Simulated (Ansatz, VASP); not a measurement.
# PbSe in VASP and in Ansatz

```
CELL_PARAMETERS angstrom
0.00000 3.08870 3.08870
3.08870 0.00000 3.08870
3.08870 3.08870 0.00000
ATOMIC_POSITIONS crystal
Pb 0.00000 0.00000 0.00000
Se 0.50000 0.50000 0.50000
```

Alike in both runs: task single point; functional r2SCAN; k mesh 8 × 8 × 8; no spin polarisation.

```csv
,VASP,Ansatz
version,VASP 6.6.1,Ansatz 0.2.0
potentials or method,"VASP PAW PBE potentials, release 64 (Pb_d, Se)","plane waves, PAW"
plane-wave cutoff (eV),520,500
occupations,"gaussian, width 0.01 eV",fixed
valence electrons in the cell,20,30
```

|  | VASP | Ansatz | Ansatz less VASP |
| --- | --- | --- | --- |
| gap on the k mesh at the Fermi level (eV) | 0.67 | 0.66 | -0.006 |
| pressure (GPa) | 0.0 | 0.0 | -0.01 |

VASP's potentials were made for PBE, not for r2SCAN. VASP's potentials hold 20 valence electrons a cell and Ansatz's 30, so a difference there can come from the potentials and not from the codes.

Spin-orbit coupling is off throughout.
